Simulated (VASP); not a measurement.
Write the native input for VASP 6.6.1 that does the following.

```yaml
Task: single point
Functional: PBE
Potentials_or_basis: VASP PAW PBE potentials, release 64 (Hg, Te)
Cutoff: 520 eV
k_mesh: 12 × 12 × 12
Occupations: fermi-dirac, width 0.1 eV
Spin: no spin polarisation
Dipole_correction: no
Further_INCAR_settings: ALGO = Normal; EDIFF = 1e-07; NBANDS = 16
```

The structure of HgTe (rocksalt type) lies in POSCAR:

```
HgTe
1.0
    0.0000000000      3.0722318152      3.0722318152
    3.0722318152      0.0000000000      3.0722318152
    3.0722318152      3.0722318152      0.0000000000
Hg Te
1 1
Direct
    0.0000000000      0.0000000000      0.0000000000
    0.5000000000      0.5000000000      0.5000000000
```

These files were run (other wordings do the same):

INCAR

```
PREC = Accurate ; ENCUT = 520
EDIFF = 1E-7 ; ISMEAR = -1
SIGMA = 0.1 ; LREAL = False
LASPH = True ; NELM = 60
ALGO = Normal ; ISIF = 2
LWAVE = False ; LCHARG = True
GGA = PE ; LELF = True
LVHAR = True ; NBANDS = 16
```

KPOINTS

```
regular mesh
0
Gamma
  12 12 12
```

Potentials or basis: VASP PAW PBE potentials, release 64 (Hg, Te).

Launch:

```console
$ cat potpaw_PBE.64/Hg/POTCAR potpaw_PBE.64/Te/POTCAR > POTCAR
$ mpirun -np 1 vasp_std > vasp.out
```

Results of the run:

```json
{"Pressure": "0.1 GPa", "Band gap on the k mesh": "zero (bands 9 and 10 overlap by 2.43 eV)"}
```

Caveat: spin-orbit coupling is left out, which moves the levels of the heavy elements.

Wall time 70 s on 1 thread of Intel Xeon 8259CL, with other jobs on the host, peak memory 0.22 GiB.
